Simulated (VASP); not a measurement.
A run of VASP 6.6.1:

POSCAR

```
W
1.0
   -1.5959048000      1.5959048000      1.5959048000
    1.5959048000     -1.5959048000      1.5959048000
    1.5959048000      1.5959048000     -1.5959048000
W
1
Direct
    0.0000000000      0.0000000000      0.0000000000
```

File INCAR.step1:

```
SYSTEM = W
PREC = Accurate ; ENCUT = 550
ISMEAR = -1 ; SIGMA = 0.1
LREAL = .False. ; LASPH = .True.
NELM = 200 ; LMAXMIX = 4
LDAU = .True. ; LDAUTYPE = 2
LDAUL = 2 ; LDAUU = 5
LDAUJ = 0 ; NBANDS = 13
GGA = PE ; ALGO = Normal
EDIFF = 1E-5 ; LWAVE = .True.
LCHARG = .False. ; GGA_COMPAT = .False.
```

INCAR.step2

```
SYSTEM = W
PREC = Accurate ; ENCUT = 550
EDIFF = 1E-6 ; ISMEAR = -1
SIGMA = 0.1 ; LREAL = .False.
LASPH = .True. ; NELM = 200
ALGO = Normal ; ISIF = 2
LWAVE = .False. ; LCHARG = .False.
LMAXMIX = 4 ; LDAU = .True.
LDAUTYPE = 2 ; LDAUL = 2
LDAUU = 5 ; LDAUJ = 0
LDAUPRINT = 1 ; METAGGA = R2SCAN
LMIXTAU = .True. ; NBANDS = 13
ISTART = 1 ; GGA_COMPAT = .False.
```

The input KPOINTS:

```
Automatic mesh
0
Gamma
  8 8 8
  0 0 0
```

Potentials or basis: VASP PAW PBE potentials, release 64 (W_sv).

Launch:

```bash
$ cat potpaw_PBE.64/W_sv/POTCAR > POTCAR
$ cp INCAR.step1 INCAR
$ mpirun -np 1 vasp_std > vasp.out
$ cp INCAR.step2 INCAR
$ mpirun -np 1 vasp_std > vasp.out
```

Hardware: 1 thread of Intel(R) Xeon(R) Platinum 8488C (Sapphire Rapids), with other jobs on the host.

Task: How long does it take, and how much memory?

Result: It took 46 s on 1 thread of Intel(R) Xeon(R) Platinum 8488C (Sapphire Rapids), on a shared host, peak memory 0.15 GiB. Counts: k points 29.
